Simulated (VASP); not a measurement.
# Mg2H2O3 (P-3m1) in VASP: single point with LDA

Aim: the single point of Mg2H2O3 with LDA.

Program: VASP 6.6.1. These are calculated values, not measurements. Logs are shortened: lines on timing, memory, paths and dates and some standing lists are left out, and cuts for length are marked.

### 1 The cell of the first run

Symmetry: P-3m1, No. 164, trigonal system. Conventional cell: a = 3.085 Å, b = 3.085 Å, c = 7.710 Å, α = 90.00°, β = 90.00°, γ = 120.00°. Mg (site symmetry 3m) has 6 O at 2.10 to 2.17 Å and 3 H at 2.76 Å within 2.8 Å. H (site symmetry 3m) has 1 O at 0.99 Å within 1.3 Å. Within 1.3 Å of O (site symmetry 3m) lie 1 H at 0.99 Å. Within 3.1 Å of O (site symmetry -3m) lie 6 Mg at 2.17 Å and 12 O at 2.95 to 3.09 Å.

### 2 Single point, LDA

INCAR

```
SYSTEM = Mg2H2O3
  ALGO = Normal
  EDIFF = 1E-6
  ENCUT = 600
  GGA = CA
  GGA_COMPAT = .FALSE.
  ISIF = 2
  ISMEAR = 0
  LASPH = .TRUE.
  LCHARG = .FALSE.
  LREAL = .FALSE.
  LWAVE = .FALSE.
  NBANDS = 21
  NELM = 120
  PREC = Accurate
  SIGMA = 0.01
```

KPOINTS

```
k-points
0
G
  7 7 3
  0 0 0
```

POSCAR

```
Mg2H2O3
1.0
    3.0850000000      0.0000000000      0.0000000000
   -1.5425000000      2.6716883707      0.0000000000
    0.0000000000      0.0000000000      7.7100000000
Mg H O
2 2 3
Direct
    0.6666666667      0.3333333333      0.8399000000
    0.3333333333      0.6666666667      0.1601000000
    0.3333333333      0.6666666667      0.5666000000
    0.6666666667      0.3333333333      0.4334000000
    0.3333333333      0.6666666667      0.6949000000
    0.6666666667      0.3333333333      0.3051000000
    0.0000000000      0.0000000000      0.0000000000
```

Potentials or basis: VASP PAW LDA potentials, release 64 (Mg, H, O).

Run with:

```sh
> cat potpaw_LDA.64/Mg/POTCAR potpaw_LDA.64/H/POTCAR potpaw_LDA.64/O/POTCAR > POTCAR
> mpirun -np 1 vasp_std > vasp.out
```

OUTCAR:

```text
SYSTEM = Mg2H2O3
   EDIFF = 1E-6
   ENCUT = 600
   GGA = CA
   ISIF = 2
   ISMEAR = 0
   LASPH = .TRUE.
   LREAL = .FALSE.
   NELM = 120
   PREC = Accurate

 ion  position               nearest neighbor table
   1  0.667  0.333  0.840-   5 2.10   5 2.10   5 2.10   7 2.17   7 2.17   7 2.17   2 3.04   2 3.04
                             2 3.04
   2  0.333  0.667  0.160-   6 2.10   6 2.10   6 2.10   7 2.17   7 2.17   7 2.17   1 3.04   1 3.04
                             1 3.04
   3  0.333  0.667  0.567-   5 0.99
   4  0.667  0.333  0.433-   6 0.99
   5  0.333  0.667  0.695-   3 0.99   1 2.10   1 2.10   1 2.10
   6  0.667  0.333  0.305-   4 0.99   2 2.10   2 2.10   2 2.10
   7  0.000  0.000  0.000-   1 2.17   2 2.17   1 2.17   2 2.17   1 2.17   2 2.17

  LATTYP: Found a hexagonal cell.
 ALAT       =     3.0850000000
 C/A-ratio  =     2.4991896272

  Lattice vectors:

 A1 = (   3.0850000000,   0.0000000000,   0.0000000000)
 A2 = (  -1.5425000000,   2.6716883707,   0.0000000000)
 A3 = (   0.0000000000,   0.0000000000,   7.7100000000)

Analysis of symmetry for initial positions (statically):
=====================================================================
 Subroutine PRICEL returns:
 Original cell was already a primitive cell.

 Routine SETGRP: Setting up the symmetry group for a
 hexagonal supercell.

 Subroutine GETGRP returns: Found 12 space group operations
 (whereof 12 operations were pure point group operations)
 out of a pool of 24 trial point group operations.

The static configuration has the point symmetry D_3d.

Analysis of symmetry for dynamics (positions and initial velocities):
=====================================================================
 Subroutine PRICEL returns:
 Original cell was already a primitive cell.

 Routine SETGRP: Setting up the symmetry group for a
 hexagonal supercell.

 Subroutine GETGRP returns: Found 12 space group operations
 (whereof 12 operations were pure point group operations)
 out of a pool of 24 trial point group operations.

The dynamic configuration has the point symmetry D_3d.

 Subroutine INISYM returns: Found 12 space group operations
 (whereof 12 operations are pure point group operations),
 and found     1 'primitive' translations

[... 101 lines left out ...]
   EDIFFG = 0.1E-04   stopping-criterion for IOM
   NSW    =      0    number of steps for IOM
   IBRION =     -1    ionic relax: 0-MD 1-quasi-New 2-CG
   NFREE  =      0    steps in history (QN), initial steepest desc. (CG)
   ISIF   =      2    stress and relaxation
   ISYM   =      2    0-nonsym 1-usesym 2-fastsym
   POTIM  = 0.5000    time-step for ionic-motion
   TEBEG  =    0.0;   TEEND  =   0.0 temperature during run
   PSTRESS=    0.0 pullay stress
   NELECT =      24.0000    total number of electrons
   NUPDOWN=      -1.0000    fix difference up-down
   EMIN   =  10.00;   EMAX   =-10.00  energy-range for DOS
   EFERMI =   0.00;   METHOD = LEGACY
   ISMEAR =     0;   SIGMA  =   0.01  broadening in eV -4-tet -1-fermi 0-gaus
   EFERMI_NEDOS =   21; number of points for ismear=-14 and -15
   IALGO  =     38    algorithm
   IMIX   =      4    mixing-type and parameters
     AMIX     =   0.40;   BMIX     =  1.00
     AMIX_MAG =   1.60;   BMIX_MAG =  1.00
  volume/ion in A,a.u.               =       9.08        61.26
  Fermi-wavevector in a.u.,A,eV,Ry     =   1.183351  2.236209 19.052494  1.400319
  Thomas-Fermi vector in A             =   2.319587
   LORBIT       =      0    0 simple, 1 ext, 2 COOP (PROOUT), +10 PAW based schemes
   GGA     = CA    functional components
   LHFCALC =     F    Hartree Fock is set to
   AEXX    =    0.0000 exact exchange contribution
   IVDW    =     0    specifies the selected vdW correction
   LEPSILON=     F    determine dielectric tensor
   LRPA    =     F    only Hartree local field effects (RPA)
 non-spin polarized calculation
 Gauss-broadening in eV      SIGMA  =   0.01
  energy-cutoff  :      600.00
  volume of cell :       63.55
 maximum number of plane-waves:      2137
 NGX is ok and might be reduce to    28
   NGX = 13   NGY = 13   NGZ = 31

 number of electron      24.0000000 magnetization

 Free energy of the ion-electron system (eV)
  ---------------------------------------------------
  ext. energy  EPLUGINS =         0.00000000
  ---------------------------------------------------
  free energy    TOTEN  =       -42.38073691 eV

  energy without entropy =      -42.38073691  energy(sigma->0) =      -42.38073691

 E-fermi :   0.7496     XC(G=0): -10.3338

 val. band max:        0.6031396360   @ k =   0.0000   0.0000   0.0000
 cond. band min:       4.0406759370   @ k =   0.0000   0.0000   0.0000
 fundamental gap:      3.4375363010
 Fermi energy:         0.7495887703

 k-point     1 :       0.0000    0.0000    0.0000
  band No.  band energies     occupation
      1     -17.1413      2.00000
      2     -16.7012      2.00000
      3     -15.1907      2.00000
      4      -5.5905      2.00000
      5      -4.9655      2.00000
      6      -0.7003      2.00000
[... 469 lines left out ...]
     20      13.3027      0.00000
     21      13.4150      0.00000

------------------------ aborting loop because EDIFF is reached ----------------------------------------

  FORCE on cell =-STRESS in cart. coord.  units (eV):
  Direction    XX          YY          ZZ          XY          YZ          ZX
  --------------------------------------------------------------------------------------
  -------------------------------------------------------------------------------------
  Total       -3.5178521     -3.5178521     -6.5497984      0.0000000      0.0000000     -0.0000000
  in kB      -88.6937077    -88.6937077   -165.1365354      0.0000000      0.0000000     -0.0000000
  external PRESSURE =    -114.1746503 kB  Pullay stress =       0.0000000 kB

 VOLUME and BASIS-vectors are now :
 -----------------------------------------------------------------------------
  energy-cutoff  :      600.00
  volume of cell :       63.55
      direct lattice vectors                 reciprocal lattice vectors
     3.085000000  0.000000000  0.000000000     0.324149109  0.187147575  0.000000000
    -1.542500000  2.671688371  0.000000000     0.000000000  0.374295150  0.000000000
     0.000000000  0.000000000  7.710000000     0.000000000  0.000000000  0.129701686

 POSITION                                       TOTAL-FORCE (eV/Angst)
 -----------------------------------------------------------------------------------
      1.54250      0.89056      6.47563        -0.000000     -0.000000     -0.533200
     -0.00000      1.78113      1.23437        -0.000000      0.000000      0.533200
     -0.00000      1.78113      4.36849        -0.000000      0.000000      0.674423
      1.54250      0.89056      3.34151        -0.000000      0.000000     -0.674423
     -0.00000      1.78113      5.35768         0.000000     -0.000000      0.251989
      1.54250      0.89056      2.35232        -0.000000      0.000000     -0.251989
      0.00000      0.00000      0.00000        -0.000000      0.000000      0.000000
 -----------------------------------------------------------------------------------
    total drift:                               -0.000000      0.000000      0.000000

  FREE ENERGIE OF THE ION-ELECTRON SYSTEM (eV)
  ---------------------------------------------------
  free  energy   TOTEN  =       -42.3807369132 eV

  energy  without entropy=      -42.3807369132  energy(sigma->0) =      -42.38073691
```

stdout:

```text
POSCAR found type information on POSCAR MgH O
 POSCAR found :  3 types and       7 ions
 scaLAPACK will be used
 LDA part: xc-table for (Slater(with rela. corr.)+CA(PZ))
 , standard interpolation
 POSCAR, INCAR and KPOINTS ok, starting setup
 FFT: planning ... GRIDC
 FFT: planning ... GRID_SOFT
 FFT: planning ... GRID
 WAVECAR not read
 entering main loop
```

Wall time 36 s (1 thread of Intel Xeon Platinum 8488C (Sapphire Rapids), shared host); peak memory 0.19 GiB.

Results:

| Quantity | Value |
| --- | --- |
| Free energy | -42.3807 eV |
| Pressure | -11.4 GPa |
| Largest force | 0.674 eV/Å |
| Band gap on the k mesh | 3.44 eV |

Forces in eV/Å, atoms in the order of the input:
```
Mg   0.000  0.000 -0.533
Mg   0.000  0.000  0.533
H    0.000  0.000  0.674
H    0.000  0.000 -0.674
O    0.000  0.000  0.252
O    0.000  0.000 -0.252
O    0.000  0.000  0.000
```

Stress tensor (GPa, compression positive):
```
 -8.87   0.00   0.00
  0.00  -8.87   0.00
  0.00   0.00 -16.51
```

Caveat: the cell stands under tension.
